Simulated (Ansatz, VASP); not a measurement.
Two plane-wave programs on SnSe2

File INCAR:

```
SYSTEM = SnSe2
  PREC = Accurate
  ENCUT = 520
  EDIFF = 1E-6
  ISMEAR = 0
  SIGMA = 0.05
  LREAL = .FALSE.
  LASPH = .TRUE.
  NELM = 80
  ALGO = Normal
  ISIF = 2
  LWAVE = .FALSE.
  LCHARG = .FALSE.
  GGA = PE
  NBANDS = 20
```

File KPOINTS:

```
Automatic mesh
0
G
  12 12 6
  0 0 0
```

Contents of POSCAR:

```
SnSe2
1.0
    3.8109987816      0.0000000000      0.0000000000
   -1.9054993908      3.7954850224      0.0000000000
    0.0000000000      0.0000000000      6.1370000000
Sn Se
1 2
Direct
    0.0000000000      0.0000000000      0.0000000000
    0.3333333333      0.6666666667      0.2500000000
    0.6666666667      0.3333333333      0.7500000000
```

Input for Ansatz:

```yaml
crystal:
  lattice:
    - [3.8109987816, 0.0, 0.0]
    - [-1.9054993908, 3.7954850224, 0.0]
    - [0.0, 0.0, 6.137]
  atoms:
    - { symbol: Sn, position: [0.0, 0.0, 0.0] }
    - { symbol: Se, position: [0.3333333333, 0.6666666667, 0.25] }
    - { symbol: Se, position: [0.6666666667, 0.3333333333, 0.75] }
basis:
  ecutwfc: 420
kpoints:
  mp_grid: { grid: [12, 12, 6] }
hamiltonian:
  xc: pbe
scf:
  occupations: { method: gaussian, width: 0.05 }
output:
  forces: true
  stress: true
  eigenvalues: true
```

Change from the starting cell: strain +0.1500 x Voigt [0, 1, 0, 0, 0, 0], atoms carried along.

Alike in both runs: task single point; functional PBE; k mesh 12 × 12 × 6; occupations gaussian, width 0.05 eV; no spin polarisation.

|  | VASP | Ansatz |
| --- | --- | --- |
| version | VASP 6.6.1 | Ansatz 0.2.0 |
| potentials or method | VASP PAW PBE potentials, release 64 (Sn_d, Se), cutoff 520 eV | scalar-relativistic, plane waves, PAW |
| valence electrons in the cell | 26 | 46 |

```tsv
	VASP	Ansatz	Ansatz less VASP
pressure (GPa)	-2.6	-2.7	-0.04
traceless stress, the component that is largest in VASP (GPa)	-5.02	-5.02	-0.006
rms of the force components (eV/Å)	0.065	0.068	+0.0030
```

Atom by atom the forces differ by 0.004 eV/Å (rms over components). VASP's potentials hold 26 valence electrons a cell and Ansatz's 46, so a difference there can come from the potentials and not from the codes.
